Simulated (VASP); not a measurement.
# SiMo3 (P4_2mc) in VASP: a series of runs

SiMo3 is run at these levels: PBEsol; tasks: single point.

Program: VASP 6.6.1. These are calculated values, not measurements. Logs are shortened: lines on timing, memory, paths and dates and some standing lists are left out, and cuts for length are marked.

## Step 1: The cell of the first run

The structure is tetragonal, space group P4_2mc (No. 105). The conventional cell has a = 4.862 Å, b = 4.862 Å, c = 4.862 Å, α = 90.00°, β = 90.00°, γ = 90.00°. Si (site symmetry 2mm) has 12 Mo at 2.70 to 2.74 Å within 3.6 Å. Within 3.2 Å of Mo (site symmetry m) lie 10 Mo at 2.43 to 3.00 Å and 4 Si at 2.71 to 2.72 Å. Within 3.2 Å of Mo (site symmetry 2mm) lie 10 Mo at 2.43 to 3.00 Å and 4 Si at 2.70 to 2.74 Å.

## Step 2: Single point, PBEsol (mode 4 (147.8 1/cm) frozen in, largest displacement +0.037 Å)

Contents of INCAR:

```
  PREC = Accurate
  ENCUT = 520
  EDIFF = 1E-6
  ISMEAR = 0
  SIGMA = 0.15
  LREAL = F
  LASPH = T
  NELM = 60
  ALGO = Fast
  ISIF = 2
  LWAVE = F
  LCHARG = F
  GGA = PS
  NBANDS = 56
```

Contents of KPOINTS:

```
Automatic mesh
0
Gamma
  8 8 8
```

Contents of POSCAR:

```
SiMo3
1.0
    4.8615851677      0.0000000000      0.0000000000
    0.0000000000      4.8615851677      0.0000000000
    0.0000000000      0.0000000000      4.8615851677
Si Mo
2 6
Direct
    0.0000000000      0.0023591309      0.0000000000
    0.5000000000      0.5023591309      0.5000000000
    0.2500000000      0.0035115026      0.5000000000
    0.5000000000      0.7422864665      0.0000000000
    0.7500000000      0.0035115026      0.5000000000
    0.5000000000      0.2422864665      0.0000000000
    0.0000000000      0.5035115026      0.7500000000
    0.0000000000      0.5035115026      0.2500000000
```

Potentials or basis: VASP PAW PBE potentials, release 64 (Si, Mo_sv).

Launch:

```
> cat potpaw_PBE.64/Si/POTCAR potpaw_PBE.64/Mo_sv/POTCAR > POTCAR
> mpirun -np 1 vasp_std > vasp.out
```

OUTCAR:

```text
PREC = Accurate
   ENCUT = 520
   EDIFF = 1E-6
   ISMEAR = 0
   LREAL = F
   LASPH = T
   NELM = 60
   ISIF = 2
   GGA = PS

 ion  position               nearest neighbor table
   1  0.000  0.002  0.000-   6 2.70   6 2.70   8 2.71   7 2.71   3 2.72   3 2.72   5 2.72   5 2.72
                             7 2.72   8 2.72   4 2.74   4 2.74
   2  0.500  0.502  0.500-   4 2.70   4 2.70   5 2.71   3 2.71   8 2.72   7 2.72   7 2.72   8 2.72
                             3 2.72   5 2.72   6 2.74   6 2.74
   3  0.250  0.004  0.500-   5 2.43   5 2.43   2 2.71   1 2.72   1 2.72   2 2.72   6 2.96   6 2.96
                             7 2.98   7 2.98   8 2.98   8 2.98   4 3.00   4 3.00
   4  0.500  0.742  0.000-   6 2.43   6 2.43   2 2.70   2 2.70   1 2.74   1 2.74   8 2.96   7 2.96
                             7 2.96   8 2.96   3 3.00   5 3.00   3 3.00   5 3.00
   5  0.750  0.004  0.500-   3 2.43   3 2.43   2 2.71   1 2.72   1 2.72   2 2.72   6 2.96   6 2.96
                             7 2.98   7 2.98   8 2.98   8 2.98   4 3.00   4 3.00
   6  0.500  0.242  0.000-   4 2.43   4 2.43   1 2.70   1 2.70   2 2.74   2 2.74   3 2.96   5 2.96
                             5 2.96   3 2.96   8 3.00   7 3.00   7 3.00   8 3.00
   7  0.000  0.504  0.750-   8 2.43   8 2.43   1 2.71   2 2.72   2 2.72   1 2.72   4 2.96   4 2.96
                             3 2.98   5 2.98   5 2.98   3 2.98   6 3.00   6 3.00
   8  0.000  0.504  0.250-   7 2.43   7 2.43   1 2.71   2 2.72   2 2.72   1 2.72   4 2.96   4 2.96
                             3 2.98   5 2.98   5 2.98   3 2.98   6 3.00   6 3.00

  LATTYP: Found a simple cubic cell.
 ALAT       =     4.8615851677

  Lattice vectors:

 A1 = (   4.8615851677,   0.0000000000,   0.0000000000)
 A2 = (   0.0000000000,   4.8615851677,   0.0000000000)
 A3 = (   0.0000000000,   0.0000000000,   4.8615851677)

Analysis of symmetry for initial positions (statically):
=====================================================================
 Subroutine PRICEL returns:
 Original cell was already a primitive cell.

 Routine SETGRP: Setting up the symmetry group for a
 simple cubic supercell.

 Subroutine GETGRP returns: Found  8 space group operations
 (whereof  4 operations were pure point group operations)
 out of a pool of 48 trial point group operations.

The static configuration has the point symmetry C_2v.
 The point group associated with its full space group is C_4v.

Analysis of symmetry for dynamics (positions and initial velocities):
=====================================================================
 Subroutine PRICEL returns:
 Original cell was already a primitive cell.

 Routine SETGRP: Setting up the symmetry group for a
 simple cubic supercell.

 Subroutine GETGRP returns: Found  8 space group operations
 (whereof  4 operations were pure point group operations)
 out of a pool of 48 trial point group operations.

The dynamic configuration has the point symmetry C_2v.
 The point group associated with its full space group is C_4v.

 Subroutine INISYM returns: Found  8 space group operations
 (whereof  4 operations are pure point group operations),
 and found     1 'primitive' translations

----------------------------------------------------------------------------------------

                                     Primitive cell

  volume of cell :     114.9036

  direct lattice vectors                    reciprocal lattice vectors
     4.861585168  0.000000000  0.000000000     0.205694226  0.000000000  0.000000000
     0.000000000  4.861585168  0.000000000     0.000000000  0.205694226  0.000000000
     0.000000000  0.000000000  4.861585168     0.000000000  0.000000000  0.205694226

  length of vectors
     4.861585168  4.861585168  4.861585168     0.205694226  0.205694226  0.205694226

  position of ions in fractional coordinates (direct lattice)
     0.000000000  0.002359131  0.000000000
     0.500000000  0.502359131  0.500000000
     0.250000000  0.003511503  0.500000000
     0.500000000  0.742286466  0.000000000
     0.750000000  0.003511503  0.500000000
     0.500000000  0.242286466  0.000000000
     0.000000000  0.503511503  0.750000000
     0.000000000  0.503511503  0.250000000

  ion indices of the primitive-cell ions
   primitive index   ion index
                 1           1
                 2           2
                 3           3
                 4           4
                 5           5
                 6           6
                 7           7
                 8           8

----------------------------------------------------------------------------------------

 KPOINTS: Automatic mesh

Automatic generation of k-mesh.
 Grid dimensions read from file:
 generate k-points for:    8    8    8

 Generating k-lattice:

  Cartesian coordinates                     Fractional coordinates (reciprocal lattice)
     0.025711778  0.000000000  0.000000000     0.125000000  0.000000000  0.000000000
     0.000000000  0.025711778  0.000000000     0.000000000  0.125000000  0.000000000
     0.000000000  0.000000000  0.025711778     0.000000000  0.000000000  0.125000000

  Length of vectors
     0.025711778  0.025711778  0.025711778

  Shift w.r.t. Gamma in fractional coordinates (k-lattice)
     0.000000000  0.000000000  0.000000000

 Subroutine IBZKPT returns following result:
 ===========================================

 Found     75 irreducible k-points:

 Following reciprocal coordinates:
            Coordinates               Weight
  0.000000  0.000000  0.000000      1.000000
  0.125000  0.000000  0.000000      4.000000
  0.000000  0.125000  0.000000      2.000000
  0.250000  0.000000  0.000000      4.000000
  0.000000  0.250000  0.000000      2.000000
  0.375000  0.000000  0.000000      4.000000
[... 16 lines left out ...]
  0.375000  0.250000  0.000000      8.000000
  0.000000  0.375000  0.250000      8.000000
 [... further k-points ...]
   k-points           NKPTS =     75   k-points in BZ     NKDIM =     75   number of bands    NBANDS=     56
   number of dos      NEDOS =    301   number of ions     NIONS =      8
   total plane-waves  NPLWV =  46656
   dimension x,y,z NGX =    36 NGY =   36 NGZ =   36
   dimension x,y,z NGXF=    72 NGYF=   72 NGZF=   72
   ions per type =               2   6
   NGX,Y,Z   is equivalent  to a cutoff of  12.31, 12.31, 12.31 a.u.
   NGXF,Y,Z  is equivalent  to a cutoff of  24.62, 24.62, 24.62 a.u.
 SYSTEM =  unknown system
   PREC   = accura    normal or accurate (medium, high low for compatibility)
   ISTART =      0    job   : 0-new  1-cont  2-samecut
   ICHARG =      2    charge: 1-file 2-atom 10-const
   ISPIN  =      1    spin polarized calculation?
   LNONCOLLINEAR =      F non collinear calculations
   LSORBIT =      F    spin-orbit coupling
   LASPH  =      T    aspherical Exc in radial PAW
   ENCUT  =  520.0 eV  38.22 Ry    6.18 a.u.   9.04  9.04  9.04*2*pi/ulx,y,z
   NELM   =     60;   NELMIN=  2; NELMDL= -5     # of ELM steps
   EDIFF  = 0.1E-05   stopping-criterion for ELM
   LREAL  =      F    real-space projection
   EDIFFG = 0.1E-04   stopping-criterion for IOM
   NSW    =      0    number of steps for IOM
   IBRION =     -1    ionic relax: 0-MD 1-quasi-New 2-CG
   NFREE  =      0    steps in history (QN), initial steepest desc. (CG)
   ISIF   =      2    stress and relaxation
   ISYM   =      2    0-nonsym 1-usesym 2-fastsym
   POTIM  = 0.5000    time-step for ionic-motion
   TEBEG  =    0.0;   TEEND  =   0.0 temperature during run
   PSTRESS=    0.0 pullay stress
   NELECT =      92.0000    total number of electrons
   NUPDOWN=      -1.0000    fix difference up-down
   EMIN   =  10.00;   EMAX   =-10.00  energy-range for DOS
   EFERMI =   0.00;   METHOD = LEGACY
   ISMEAR =     0;   SIGMA  =   0.15  broadening in eV -4-tet -1-fermi 0-gaus
   EFERMI_NEDOS =   21; number of points for ismear=-14 and -15
   IALGO  =     68    algorithm
   IMIX   =      4    mixing-type and parameters
     AMIX     =   0.40;   BMIX     =  1.00
     AMIX_MAG =   1.60;   BMIX_MAG =  1.00
  volume/ion in A,a.u.               =      14.36        96.93
  Fermi-wavevector in a.u.,A,eV,Ry     =   1.520173  2.872710 31.442036  2.310924
  Thomas-Fermi vector in A             =   2.629059
   LORBIT       =      0    0 simple, 1 ext, 2 COOP (PROOUT), +10 PAW based schemes
   GGA     = PS    functional components
   LHFCALC =     F    Hartree Fock is set to
   AEXX    =    0.0000 exact exchange contribution
   IVDW    =     0    specifies the selected vdW correction
   LEPSILON=     F    determine dielectric tensor
   LRPA    =     F    only Hartree local field effects (RPA)
 non-spin polarized calculation
 RMM-DIIS sequential band-by-band and
 Gauss-broadening in eV      SIGMA  =   0.15
  energy-cutoff  :      520.00
  volume of cell :      114.90
 maximum number of plane-waves:      3136
   NGX = 19   NGY = 19   NGZ = 19

 number of electron      92.0000004 magnetization

 Free energy of the ion-electron system (eV)
  ---------------------------------------------------
  ext. energy  EPLUGINS =         0.00000000
  ---------------------------------------------------
  free energy    TOTEN  =       -85.10846303 eV

  energy without entropy =      -85.06160102  energy(sigma->0) =      -85.08503203

 E-fermi :  12.9181     XC(G=0): -13.3231

 val. band max:       12.9172187514   @ k =   0.3750   0.0000   0.3750
 cond. band min:      12.9197965308   @ k =   0.3750   0.3750   0.0000
 fundamental gap:      0.0025777794
 Fermi energy:        12.9181072332

 k-point     1 :       0.0000    0.0000    0.0000
  band No.  band energies     occupation
      1     -48.2721      2.00000
      2     -48.1469      2.00000
      3     -48.1461      2.00000
      4     -47.7948      2.00000
      5     -47.7948      2.00000
      6     -47.7939      2.00000
[... 48 lines left out ...]
     55      15.7022      0.00000
     56      15.7075      0.00000

 k-point     2 :       0.1250    0.0000    0.0000
  band No.  band energies     occupation
      1     -48.2645      2.00000
      2     -48.1499      2.00000
      3     -48.1368      2.00000
      4     -47.8101      2.00000
      5     -47.7948      2.00000
      6     -47.7939      2.00000
[... 48 lines left out ...]
     55      15.7307      0.00000
     56      15.7870      0.00000

 k-point     3 :       0.0000    0.1250    0.0000
  band No.  band energies     occupation
      1     -48.2645      2.00000
      2     -48.1505      2.00000
      3     -48.1362      2.00000
      4     -47.8091      2.00000
      5     -47.7948      2.00000
      6     -47.7948      2.00000
[... 1172 lines left out ...]
 k-point    23 :       0.3750    0.2500    0.0000
  band No.  band energies     occupation
      1     -48.2012      2.00000
      2     -48.1397      2.00000
      3     -48.0555      2.00000
      4     -47.9178      2.00000
      5     -47.8514      2.00000
      6     -47.7948      2.00000
[... 48 lines left out ...]
     55      15.6153      0.00000
     56      15.7027      0.00000

 k-point    24 :       0.0000    0.3750    0.2500
  band No.  band energies     occupation
      1     -48.2012      2.00000
      2     -48.1403      2.00000
      3     -48.0548      2.00000
      4     -47.9169      2.00000
      5     -47.8523      2.00000
      6     -47.7948      2.00000
[... 48 lines left out ...]
     55      15.6168      0.00000
     56      15.7029      0.00000

 [... further k-points ...]
[... 5 lines left out ...]
  --------------------------------------------------------------------------------------
  -------------------------------------------------------------------------------------
  Total        0.5027288      0.4894152      0.5027288      0.0000000      0.0000000      0.0000000
  in kB        7.0098806      6.8242401      7.0098806      0.0000000      0.0000000      0.0000000
  external PRESSURE =       6.9480005 kB  Pullay stress =       0.0000000 kB

 VOLUME and BASIS-vectors are now :
 -----------------------------------------------------------------------------
  energy-cutoff  :      520.00
  volume of cell :      114.90
      direct lattice vectors                 reciprocal lattice vectors
     4.861585168  0.000000000  0.000000000     0.205694226  0.000000000  0.000000000
     0.000000000  4.861585168  0.000000000     0.000000000  0.205694226  0.000000000
     0.000000000  0.000000000  4.861585168     0.000000000  0.000000000  0.205694226

 POSITION                                       TOTAL-FORCE (eV/Angst)
 -----------------------------------------------------------------------------------
      0.00000      0.01147      0.00000         0.000000     -0.025924      0.000000
      2.43079      2.44226      2.43079         0.000000     -0.025924      0.000000
      1.21540      0.01707      2.43079        -0.000900     -0.131687      0.000000
      2.43079      3.60869      0.00000         0.000000      0.289298      0.000000
      3.64619      0.01707      2.43079         0.000900     -0.131687      0.000000
      2.43079      1.17790      0.00000         0.000000      0.289298      0.000000
      0.00000      2.44786      3.64619         0.000000     -0.131687     -0.000900
      0.00000      2.44786      1.21540         0.000000     -0.131687      0.000900
 -----------------------------------------------------------------------------------
    total drift:                                0.000000      0.000678      0.000000

  FREE ENERGIE OF THE ION-ELECTRON SYSTEM (eV)
  ---------------------------------------------------
  free  energy   TOTEN  =       -85.1084630344 eV

  energy  without entropy=      -85.0616010169  energy(sigma->0) =      -85.08503203
```

Wall time 3.5 min (1 thread of Intel Xeon 6975P-C (Granite Rapids), shared host); peak memory 0.44 GiB.

What came out:

- Free energy: -85.1085 eV
- Pressure: 0.7 GPa
- Largest force: 0.289 eV/Å
- Band gap on the k mesh: zero (band 46 reaches 14.19 eV, above the bottom of band 47 at 11.71 eV)

Forces in eV/Å, atoms in the order of the input:
```
Si   0.000 -0.026  0.000
Si   0.000 -0.026  0.000
Mo  -0.001 -0.132  0.000
Mo   0.000  0.289  0.000
Mo   0.001 -0.132  0.000
Mo   0.000  0.289  0.000
Mo   0.000 -0.132 -0.001
Mo   0.000 -0.132  0.001
```

Levels at points of the mesh, in eV from the Fermi level:
```tsv
k point	band 43	band 44	band 45	band 46	band 47	band 48	band 49	band 50
(0.00, 0.00, 0.00)	-1.61	-1.61	1.24	1.27	1.27	2.16	2.42	2.45
(0.50, 0.00, 0.00)	-1.74	-1.74	0.26	0.26	0.93	0.94	1.54	1.56
(0.00, 0.50, 0.00)	-1.73	-1.73	0.26	0.26	0.94	0.94	1.54	1.54
(0.50, 0.50, 0.00)	-1.14	-0.89	-0.88	-0.77	-0.72	-0.53	-0.10	0.26
(0.50, 0.00, 0.50)	-1.20	-0.88	-0.88	-0.78	-0.73	-0.50	-0.08	0.26
(0.50, 0.50, 0.50)	-1.21	-1.21	-1.21	-1.21	-1.20	-1.20	1.29	1.29
```

Caveat: the cell differs from its parent crystal (mode 4 (147.8 1/cm) frozen in, largest displacement +0.037 Å); the PAW data sets were made with another functional, which shifts forces and pressure a little.

(Part 1 of 2 ends here.)
